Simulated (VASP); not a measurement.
Wanted: the native input for a VASP 6.6.1 run.

- Task: single point
- Functional: PBE
- Potentials or basis: VASP PAW PBE potentials, release 64 (Mg, Cd, Se)
- Cutoff: 520 eV
- k mesh: 12 × 12 × 12
- Occupations: gaussian, width 0.1 eV
- Spin: no spin polarisation
- Dipole correction: no
- Further INCAR settings: ALGO = Normal; EDIFF = 1e-06; NBANDS = 17

The structure of MgCdSe lies in POSCAR:

```
MgCdSe
1.0
    4.7253558221      0.0000000000      0.0000000000
   -2.3626779111      4.0922781839      0.0000000000
    0.0000000000      0.0000000000      3.7190145150
Mg Cd Se
1 1 1
Direct
    0.0000000000      0.0000000000      0.0000000000
    0.3333333333      0.6666666667      0.5000000000
    0.6666666667      0.3333333333      0.5000000000
```

One way to write it, as run:

INCAR

```
  PREC = Accurate
  ENCUT = 520
  EDIFF = 1E-6
  ISMEAR = 0
  SIGMA = 0.1
  LREAL = False
  LASPH = True
  NELM = 100
  ALGO = Normal
  ISIF = 2
  LWAVE = False
  LCHARG = False
  GGA = PE
  NBANDS = 17
```

KPOINTS

```
regular mesh
0
Gamma
  12 12 12
```

Potentials or basis: VASP PAW PBE potentials, release 64 (Mg, Cd, Se).

Run with:

```bash
$ cat potpaw_PBE.64/Mg/POTCAR potpaw_PBE.64/Cd/POTCAR potpaw_PBE.64/Se/POTCAR > POTCAR
$ mpirun -np 1 vasp_std > vasp.out
```

Results of the run:

- Pressure: 0.1 GPa
- Band gap on the k mesh: zero (band 10 reaches 4.27 eV, above the bottom of band 11 at 2.64 eV)

Wall time 45 s on 1 thread of Intel(R) Xeon(R) 6975P-C (Granite Rapids), on a shared host, peak memory 0.33 GiB.
